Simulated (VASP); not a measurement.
# ZnSe (F-43m) in VASP: further runs, part 2 of 2

VASP 6.6.1. The steps go on from the part before.

## (5) Single point, PBE

This run uses another cell than the first one: it holds 32 atoms, not 2.

Input file INCAR:

```
ALGO     = Normal         # electronic algorithm
EDIFF    = 1E-7           # SCF threshold, eV
ENCUT    = 520            # plane-wave cutoff, eV
GGA      = PE             # functional
ISIF     = 2              # what is computed and relaxed
ISMEAR   = 0              # smearing method
LASPH    = T              # aspherical terms in the spheres
LCHARG   = F              # write CHGCAR
LREAL    = Auto         
LUSENCCL = F            
LWAVE    = F              # write WAVECAR
NBANDS   = 166            # bands
NELM     = 80             # most SCF steps
PREC     = Accurate       # precision mode
SIGMA    = 0.01           # smearing width, eV
```

Input file KPOINTS:

```
Automatic mesh
0
Gamma
  2 2 2
  0.5 0.5 0.5
```

Input file POSCAR:

```
ZnSe
1.0
    5.7317611761      5.7317611761     -5.7317611761
   -5.7317611761      5.7317611761      5.7317611761
    5.7317611761     -5.7317611761      5.7317611761
Zn Se
16 16
Direct
    0.5000000000      0.5000000000      0.0000000000
    0.2500000000      0.5000000000      0.2500000000
    0.0000000000      0.5000000000      0.5000000000
    0.5000000000      0.7500000000      0.7500000000
    0.7500000000      0.5000000000      0.7500000000
    0.2500000000      0.7500000000      0.0000000000
    0.0000000000      0.7500000000      0.2500000000
    0.5000000000      0.0000000000      0.5000000000
    0.7500000000      0.7500000000      0.5000000000
    0.2500000000      0.0000000000      0.7500000000
    0.0000000000      0.0000000000      0.0000000000
    0.5000000000      0.2500000000      0.2500000000
    0.7500000000      0.0000000000      0.2500000000
    0.2500000000      0.2500000000      0.5000000000
    0.0000000000      0.2500000000      0.7500000000
    0.7500000000      0.2500000000      0.0000000000
    0.5000000000      0.7500000000      1.0000000000
    0.2500000000      0.7500000000      0.2500000000
    0.0000000000      0.7500000000      0.5000000000
    0.5000000000      1.0000000000      0.7500000000
    0.7500000000      0.7500000000      0.7500000000
    0.2500000000      1.0000000000      1.0000000000
    0.0000000000      0.0000000000      0.2500000000
    0.5000000000      0.2500000000      0.5000000000
    0.7500000000      0.0000000000      0.5000000000
    0.2500000000      0.2500000000      0.7500000000
    0.0000000000      0.2500000000      0.0000000000
    0.5000000000      0.5000000000      0.2500000000
    0.7500000000      0.2500000000      0.2500000000
    0.2500000000      0.5000000000      0.5000000000
    0.0000000000      0.5000000000      0.7500000000
    0.7500000000      0.5000000000      0.0000000000
```

Potentials or basis: VASP PAW PBE potentials, release 64 (Zn, Se).

Command:

```
$ cat potpaw_PBE.64/Zn/POTCAR potpaw_PBE.64/Se/POTCAR > POTCAR
$ mpirun -np 1 vasp_std > vasp.out
```

OUTCAR:

```text
EDIFF = 1E-7
   ENCUT = 520
   GGA = PE
   ISIF = 2
   ISMEAR = 0
   LASPH = T
   LREAL = Auto
   NELM = 80
   PREC = Accurate

 ion  position               nearest neighbor table
   1  0.500  0.500  0.000-  17 2.48  26 2.48  28 2.48  32 2.48
   2  0.250  0.500  0.250-  18 2.48  27 2.48  28 2.48  30 2.48
   3  0.000  0.500  0.500-  19 2.48  29 2.48  30 2.48  31 2.48
   4  0.500  0.750  0.750-  17 2.48  20 2.48  21 2.48  30 2.48
   5  0.750  0.500  0.750-  21 2.48  24 2.48  31 2.48  32 2.48
   6  0.250  0.750  0.000-  17 2.48  18 2.48  22 2.48  31 2.48
[... 540 lines left out ...]
  Total        1.2490977      1.2490977      1.2490977      0.0000000     -0.0000000      0.0000000
  in kB        2.6569461      2.6569461      2.6569461      0.0000000     -0.0000000      0.0000000
  external PRESSURE =       2.6569461 kB  Pullay stress =       0.0000000 kB

 VOLUME and BASIS-vectors are now :
 -----------------------------------------------------------------------------
  energy-cutoff  :      520.00
  volume of cell :      753.22
      direct lattice vectors                 reciprocal lattice vectors
     5.731761176  5.731761176 -5.731761176     0.087233223  0.087233223  0.000000000
    -5.731761176  5.731761176  5.731761176     0.000000000  0.087233223  0.087233223
     5.731761176 -5.731761176  5.731761176     0.087233223  0.000000000  0.087233223

 POSITION                                       TOTAL-FORCE (eV/Angst)
 -----------------------------------------------------------------------------------
      0.00000      5.73176      0.00000        -0.000000     -0.000000      0.000000
      0.00000      2.86588      2.86588        -0.000000     -0.000000      0.000000
      0.00000      0.00000      5.73176         0.000000      0.000000      0.000000
      2.86588      2.86588      5.73176         0.000000     -0.000000      0.000000
      5.73176      2.86588      2.86588         0.000000     -0.000000      0.000000
     -2.86588      5.73176      2.86588         0.000000      0.000000      0.000000
[... 24 lines left out ...]
      1.43294     -1.43294      7.16470        -0.000000     -0.000000     -0.000000
      1.43294      7.16470     -1.43294         0.000000      0.000000     -0.000000
 -----------------------------------------------------------------------------------
    total drift:                               -0.000029     -0.000028     -0.000029

  FREE ENERGIE OF THE ION-ELECTRON SYSTEM (eV)
  ---------------------------------------------------
  free  energy   TOTEN  =       -96.5537184909 eV

  energy  without entropy=      -96.5537184909  energy(sigma->0) =      -96.55371849
```

Wall time 92 s (1 × NVIDIA H100 80GB with 1 thread of AMD EPYC 7R13 (Zen 3), shared host); peak memory 1.8 GiB.

What came out:

```yaml
Free_energy: -96.5537 eV
Pressure: 0.3 GPa
Band_gap_on_the_k_mesh: 2.98 eV
```

Levels at points of the mesh, in eV from the valence-band top:
```
           k point  band 141  band 142  band 143  band 144  band 145  band 146  band 147  band 148
(0.25, 0.25, 0.25)     -0.05     -0.05     -0.05     -0.05      3.06      3.06      3.06      3.06
```

A k mesh can miss the band edges. A hybrid or GW would open this gap; PBE tends to underestimate it.

## (6) Overview

```csv
task,cell,k mesh,cutoff (eV),smearing,gap on the mesh (eV),pressure (GPa)
single point,"a = 4.053 Å, angles 60.0°, 2 atoms",8 × 8 × 8,520,gaussian 0.02 eV,1.16,0.2
single point,"a = 4.053 Å, angles 60.0°, 2 atoms",8 × 8 × 8,520,gaussian 0.01 eV,1.16,0.2
relaxation of cell and atoms,"relaxed from a = 4.006 Å, angles 60.0°, 2 atoms",8 × 8 × 8,600,gaussian 0.02 eV,1.14,0.0
single point,"a = 9.928 Å, angles 109.5°, 32 atoms","2 × 2 × 2, shifted",520,gaussian 0.01 eV,2.98,0.3
```

Alike in all rows: level PBE; potentials or basis VASP PAW PBE potentials, release 64 (Zn, Se); no spin polarisation.

Total energies depend on the potentials used, so only differences within one code and one set of settings carry meaning.
